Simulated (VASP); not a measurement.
The system is CaO.

```
Ca O
1.0
     2.93386    0.00000    0.00000
     0.00000    2.93386    0.00000
     0.00000    0.00000    2.93386
Ca O
1 1
Direct
  0.00000 0.00000 0.00000
  0.50000 0.50000 0.50000
```

```yaml
Program: VASP 6.6.1
Task: relaxation of cell and atoms
Functional: LDA
Potentials_or_basis: VASP PAW LDA potentials, release 64 (Ca_sv, O)
Cutoff: 600 eV
k_mesh: 8 × 8 × 8
Occupations: fermi-dirac, width 0.02 eV
Spin: no spin polarisation
```

At the start: pressure -9.2 GPa; volume 12.63 Å³/atom.

Question: Where does the relaxation end?

Answer: Over 3 steps the energy falls by 31.2 meV/atom and the volume is 11.62 Å³/atom (-8.0 %); space group Pm-3m (No. 221, to 0.05 Å).

Step by step:
```
step  energy change (eV)  largest force (eV/Å)  pressure (GPa)  volume (Å³)
   1              0.0000                0.0000           -9.25        25.25
   2             -0.0564                0.0000            3.46        22.68
   3             -0.0624                0.0000            0.01        23.24
```

Final structure:
```yaml
crystal:
  lattice:
    - [2.85383, 0.00000, 0.00000]
    - [0.00000, 2.85383, 0.00000]
    - [0.00000, 0.00000, 2.85383]
  atoms:
    - { symbol: Ca, position: [0.00000, 0.00000, 0.00000] }
    - { symbol: O, position: [0.50000, 0.50000, 0.50000] }
```
